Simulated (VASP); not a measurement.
A run of VASP 6.6.1 is set up as follows.

File INCAR:

```
PREC     = Accurate       # precision mode
ENCUT    = 520            # plane-wave cutoff, eV
EDIFF    = 1E-6           # SCF threshold, eV
ISMEAR   = -1             # smearing method
SIGMA    = 0.05           # smearing width, eV
LREAL    = False          # projectors in reciprocal space
LASPH    = True           # aspherical terms in the spheres
NELM     = 60             # most SCF steps
ALGO     = Normal         # electronic algorithm
ISIF     = 2              # what is computed and relaxed
LWAVE    = False          # write WAVECAR
LCHARG   = True           # write CHGCAR
GGA      = CA             # functional
LELF     = True           # ELF
LVHAR    = True         
NBANDS   = 28             # bands
```

File KPOINTS:

```
regular mesh
0
Gamma
  11 11 3
```

Contents of POSCAR:

```
Pd
1.0
    2.7625616691      0.0000000000      0.0000000000
   -1.3812808346      2.3924485850      0.0000000000
    0.0000000000      0.0000000000      9.1183940900
Pd
4
Direct
    0.6666666667      0.3333333333      0.7500000000
    0.0000000000      0.0000000000      0.5000000000
    0.3333333333      0.6666666667      0.2500000000
    0.0000000000      0.0000000000      0.0000000000
```

Potentials or basis: VASP PAW LDA potentials, release 64 (Pd).

Command:

```sh
$ cat potpaw_LDA.64/Pd/POTCAR > POTCAR
$ mpirun -np 1 vasp_std > vasp.out
```

Problem. What does it give for the band gap on the k mesh?

Solution. Zero (bands 20 and 21 overlap by 0.88 eV).

Problem. Estimate the pressure.

Solution. -11.3 GPa.

Stress tensor (GPa, compression positive):
```
-11.22   0.00   0.00
  0.00 -11.22   0.00
  0.00   0.00 -11.51
```

Caveat: the cell stands under tension.
